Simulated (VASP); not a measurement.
## PtSeS4: single point with PBE

The system is PtSeS4.

```xyz
6
Lattice="-3.2233 3.2233 2.7663 3.2233 -3.2233 2.7663 3.2233 3.2233 -2.7663" Properties=species:S:1:pos:R:3 pbc="T T T"
Pt    0.0000    0.0000    0.0000
Se    0.0000    0.0000    2.7663
S     1.0687    4.2920    1.3832
S    -1.0687    2.1546    1.3832
S     4.2920   -1.0687    1.3832
S     2.1546    1.0687    1.3832
```

The cell was built from a structure type or drawn by symmetry, and may not be a known phase.

```json
{
 "Program": "VASP 6.6.1",
 "Task": "single point",
 "Functional": "PBE",
 "Potentials or basis": "VASP PAW PBE potentials, release 64 (Pt, Se, S)",
 "Cutoff": "520 eV",
 "k mesh": "4 × 4 × 4",
 "Occupations": "gaussian, width 0.1 eV",
 "Spin": "collinear spin",
 "Starting moments": "[1.0, 0.0, 0.0, 0.0, 0.0, 0.0] μB"
}
```

The pressure is -5.7 GPa, the largest force is 0.169 eV/Å and the band gap on the k mesh is zero (filled and empty bands overlap). The net moment is 0.00 μB per cell. The valence electrons inside the program's atomic spheres are Pt 8.89; Se 3.54; S 3.51.

Forces in eV/Å, atoms in the order of the input:
```
Pt   0.000  0.000  0.000
Se   0.000  0.000  0.000
S    0.119  0.119  0.000
S   -0.119 -0.119  0.000
S    0.119 -0.119  0.000
S   -0.119  0.119  0.000
```

Stress tensor (GPa, compression positive):
```
-9.97  0.00  0.00
 0.00 -9.97  0.00
 0.00  0.00  2.72
```

Levels at points of the mesh, in eV from the Fermi level:
Spin up:
```tsv
k point	band 16	band 17	band 18	band 19	band 20	band 21	band 22	band 23	band 24	band 25
(0.00, 0.00, 0.00)	-2.39	-2.02	-1.71	0.00	0.00	0.02	0.38	0.39	1.95	2.39
(0.50, 0.00, 0.00)	-1.92	-1.43	-1.22	-0.76	-0.31	0.07	0.52	0.84	0.89	2.67
(0.50, 0.50, 0.00)	-2.05	-1.64	-1.07	-0.58	-0.56	-0.14	0.14	0.56	0.73	2.71
(0.50, 0.50, 0.50)	-2.35	-1.75	-0.54	-0.54	-0.15	0.12	0.12	0.55	0.55	0.55
```
Spin down:
```tsv
k point	band 16	band 17	band 18	band 19	band 20	band 21	band 22	band 23	band 24	band 25
(0.00, 0.00, 0.00)	-2.39	-2.02	-1.71	0.00	0.00	0.02	0.38	0.39	1.95	2.39
(0.50, 0.00, 0.00)	-1.92	-1.43	-1.22	-0.76	-0.30	0.07	0.52	0.84	0.89	2.67
(0.50, 0.50, 0.00)	-2.05	-1.64	-1.07	-0.58	-0.56	-0.14	0.14	0.56	0.73	2.71
(0.50, 0.50, 0.50)	-2.35	-1.75	-0.54	-0.54	-0.15	0.12	0.12	0.55	0.55	0.55
```

Wall time 46 s on 1 thread of Intel(R) Xeon(R) 6975P-C (Granite Rapids) (shared host), peak memory 0.32 GiB.

Caveat: the k points lie up to 0.37 Å⁻¹ apart; spin-orbit coupling is left out, which moves the levels of the heavy elements.
